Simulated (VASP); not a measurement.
Write the native input for VASP 6.6.1 that does the following.

```yaml
Task: single point
Functional: PBEsol
Potentials_or_basis: VASP PAW PBE potentials, release 64 (Rh_pv)
Cutoff: 520 eV
k_mesh: 18 × 18 × 12
Occupations: gaussian, width 0.15 eV
Spin: no spin polarisation
Dipole_correction: no
Further_INCAR_settings: ALGO = Fast; EDIFF = 1e-07; NBANDS = 22
```

The structure of Rh lies in POSCAR:

```
Rh
1.0
    2.7309790422      0.0000000000      0.0000000000
   -1.3654895211      2.3650972278      0.0000000000
    0.0000000000      0.0000000000      4.4284890000
Rh
2
Direct
    0.7483483679      0.3931284887      0.7274189345
    0.3333333333      0.6666666667      0.2500000000
```

This cell differs from its parent crystal: atom 1 (Rh) moved by (+0.200, -0.100) A along [1 1 0] and z.

The input as run:

INCAR

```
PREC = Accurate
ENCUT = 520
EDIFF = 1E-7
ISMEAR = 0
SIGMA = 0.15
LREAL = False
LASPH = True
NELM = 80
ALGO = Fast
ISIF = 2
LWAVE = False
LCHARG = False
GGA = PS
NBANDS = 22
```

KPOINTS

```
regular mesh
0
Gamma
  18 18 12
```

Potentials or basis: VASP PAW PBE potentials, release 64 (Rh_pv).

Command:

```sh
$ cat potpaw_PBE.64/Rh_pv/POTCAR > POTCAR
$ mpirun -np 1 vasp_std > vasp.out
```

Results of the run:

The pressure is -11.0 GPa and the largest force is 1.222 eV/Å. The band gap on the k mesh is zero (bands 15 and 16 overlap by 2.30 eV).

Caveat: the cell differs from its parent crystal (atom 1 (Rh) moved by (+0.200, -0.100) A along [1 1 0] and z); the cell stands under tension; the PAW data sets were made with another functional, which shifts forces and pressure a little.

Run time: 40 min on 1 thread of AMD EPYC 7571, with other jobs on the host, peak memory 0.89 GiB.
